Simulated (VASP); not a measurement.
TlAgS2:

```
CELL_PARAMETERS angstrom
4.20303 0.00000 0.00000
0.00000 4.20303 0.00000
0.00000 0.00000 5.99269
ATOMIC_POSITIONS crystal
Ag 0.00000 0.00000 0.00000
S 0.00000 0.50000 0.24086
S 0.50000 0.00000 0.75914
Tl 0.50000 0.50000 0.50000
```

| Quantity | Value |
| --- | --- |
| Program | VASP 6.6.1 |
| Task | relaxation of cell and atoms |
| Functional | LDA |
| Potentials or basis | VASP PAW LDA potentials, release 64 (Ag, S, Tl_d) |
| Cutoff | 600 eV |
| k mesh | 6 × 6 × 4 |
| Occupations | fermi-dirac, width 0.02 eV |
| Spin | no spin polarisation |

At the start: pressure -4.8 GPa; volume 26.47 Å³/atom.

Problem. How do energy, volume and symmetry change on relaxing?

Solution. Over 14 steps the energy falls by 40.5 meV/atom and the volume is 24.07 Å³/atom (-9.1 %); space group P-4m2 (No. 115, to 0.1 Å) before and after.

Step by step:
```tsv
step	energy change (eV)	largest force (eV/Å)	pressure (GPa)	volume (Å³)
1	0.0000	0.1066	-4.84	105.86
2	-0.1459	0.2125	1.70	94.08
3	-0.1576	0.1879	0.04	96.37
4	-0.1575	0.1859	-0.09	96.55
5	-0.1601	0.1130	-0.09	96.51
6	-0.1617	0.0042	-0.08	96.43
7	-0.1617	0.0004	-0.08	96.43
8	-0.1617	0.0022	0.07	96.22
9	-0.1617	0.0021	0.05	96.24
10	-0.1618	0.0033	0.04	96.26
11	-0.1620	0.0071	-0.01	96.34
12	-0.1620	0.0072	-0.02	96.34
13	-0.1620	0.0074	-0.02	96.34
14	-0.1620	0.0025	0.02	96.28
```

Final structure:
```yaml
crystal:
  lattice:
    - [4.08391, 0.00000, 0.00000]
    - [0.00000, 4.08391, 0.00000]
    - [0.00000, 0.00000, 5.77281]
  atoms:
    - { symbol: Ag, position: [0.00000, 0.00000, 0.00000] }
    - { symbol: S, position: [0.00000, 0.50000, 0.23600] }
    - { symbol: S, position: [0.50000, 0.00000, 0.76400] }
    - { symbol: Tl, position: [0.50000, 0.50000, 0.50000] }
```
